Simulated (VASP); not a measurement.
Set up this calculation in VASP 6.6.1, as the native input.

| Property | Result |
| --- | --- |
| Task | single point |
| Functional | PBE |
| Potentials or basis | VASP PAW PBE potentials, release 64 (Mn_sv, S) |
| Cutoff | 600 eV |
| k mesh | 8 × 8 × 8 |
| Occupations | fermi-dirac, width 0.05 eV |
| Spin | collinear spin, ferromagnetic start |
| Starting moments | [6.0, 0.0] μB |
| Fixed moment | 6 μB |
| Dipole correction | no |
| Further INCAR settings | ALGO = Normal; EDIFF = 1e-06; NBANDS = 22 |

The structure of MnS lies in POSCAR:

```
MnS
1.0
    1.8299960138      1.0565486912      2.9709202777
   -1.8299960138      1.0565486912      2.9709202777
    0.0000000000     -2.1130973823      2.9709202777
Mn S
1 1
Direct
    0.0000000000      0.0000000000      0.0000000000
    0.5000000000      0.5000000000      0.5000000000
```

One way to write it, as run:

INCAR

```
SYSTEM = MnS
ALGO     = Normal         ! electronic algorithm
EDIFF    = 1E-6           ! SCF threshold, eV
ENCUT    = 600            ! plane-wave cutoff, eV
GGA      = PE             ! functional
GGA_COMPAT= .False.      
ISIF     = 2              ! what is computed and relaxed
ISMEAR   = -1             ! smearing method
ISPIN    = 2              ! spin polarisation
LASPH    = .True.         ! aspherical terms in the spheres
LCHARG   = .True.         ! write CHGCAR
LELF     = .True.         ! ELF
LMAXMIX  = 4              ! l up to which the mixer works
LORBIT   = 11             ! projections on sites
LREAL    = .False.        ! projectors in reciprocal space
LVHAR    = .True.       
LWAVE    = .False.        ! write WAVECAR
MAGMOM   = 6 0            ! initial moments
NBANDS   = 22             ! bands
NELM     = 200            ! most SCF steps
NUPDOWN  = 6.0            ! fixed moment
PREC     = Accurate       ! precision mode
SIGMA    = 0.05           ! smearing width, eV
```

KPOINTS

```
k-points
0
Gamma
  8 8 8
  0 0 0
```

Potentials or basis: VASP PAW PBE potentials, release 64 (Mn_sv, S).

Run with:

```bash
$ cat potpaw_PBE.64/Mn_sv/POTCAR potpaw_PBE.64/S/POTCAR > POTCAR
$ mpirun -np 1 vasp_std > vasp.out
```

It gave:

```yaml
Pressure: 14.6 GPa
Net_moment: 6.00 μB per cell
Site_moments: Mn +4.35; S +0.47 μB
Valence_electrons_inside_the_program's_atomic_spheres: Mn 12.79; S 3.67
```

Caveat: the cell stands under pressure; the total moment is fixed, so each spin has its own Fermi level; a cell with one magnetic atom can't hold antiferromagnetic order, which such compounds often take.

Run time: 2.1 min on 1 thread of AMD EPYC 7R13 Processor (Zen 3), with other jobs on the host, peak memory 0.21 GiB.
